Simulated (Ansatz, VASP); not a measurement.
One calculation of RbCl, two programs

Contents of INCAR:

```
ALGO     = Normal         # electronic algorithm
EDIFF    = 1E-6           # SCF threshold, eV
ENCUT    = 500            # plane-wave cutoff, eV
GGA      = PE             # functional
GGA_COMPAT= False        
ISIF     = 2              # what is computed and relaxed
ISMEAR   = 0              # smearing method
LASPH    = True           # aspherical terms in the spheres
LCHARG   = False          # write CHGCAR
LREAL    = False          # projectors in reciprocal space
LWAVE    = False          # write WAVECAR
NBANDS   = 15             # bands
NELM     = 120            # most SCF steps
PREC     = Accurate       # precision mode
SIGMA    = 0.01           # smearing width, eV
```

The input KPOINTS:

```
k-points
0
Gamma
  6 6 6
```

The input POSCAR:

```
RbCl
1.0
    0.0000000000      3.3812870988      3.3812870988
    3.3812870988      0.0000000000      3.3812870988
    3.3812870988      3.3812870988      0.0000000000
Rb Cl
1 1
Direct
    0.0000000000      0.0000000000      0.0000000000
    0.5000000000      0.5000000000      0.5000000000
```

Input for Ansatz:

```yaml
crystal:
  lattice:
    - [0.0, 3.3812870988, 3.3812870988]
    - [3.3812870988, 0.0, 3.3812870988]
    - [3.3812870988, 3.3812870988, 0.0]
  atoms:
    - { symbol: Rb, position: [0.0, 0.0, 0.0] }
    - { symbol: Cl, position: [0.5, 0.5, 0.5] }
kpoints:
  mp_grid: { grid: [6, 6, 6] }
hamiltonian:
  xc: pbe
scf:
  occupations: { method: fixed }
  n_extra_bands: 4
output:
  forces: true
  stress: true
  eigenvalues: true
```

Alike in both runs: task single point; functional PBE; k mesh 6 × 6 × 6; no spin polarisation.

|  | VASP | Ansatz |
| --- | --- | --- |
| version | VASP 6.6.1 | Ansatz 0.2.0 |
| potentials or method | VASP PAW PBE potentials, release 64 (Rb_sv, Cl) | plane waves, PAW |
| plane-wave cutoff (eV) | 500 | 420 |
| occupations | gaussian, width 0.01 eV | fixed |
| valence electrons in the cell | 16 | 16 |

```csv
,VASP,Ansatz,Ansatz less VASP
gap on the k mesh at the Fermi level (eV),4.75,4.75,+0.002
pressure (GPa),-0.4,-0.4,+0.01
```
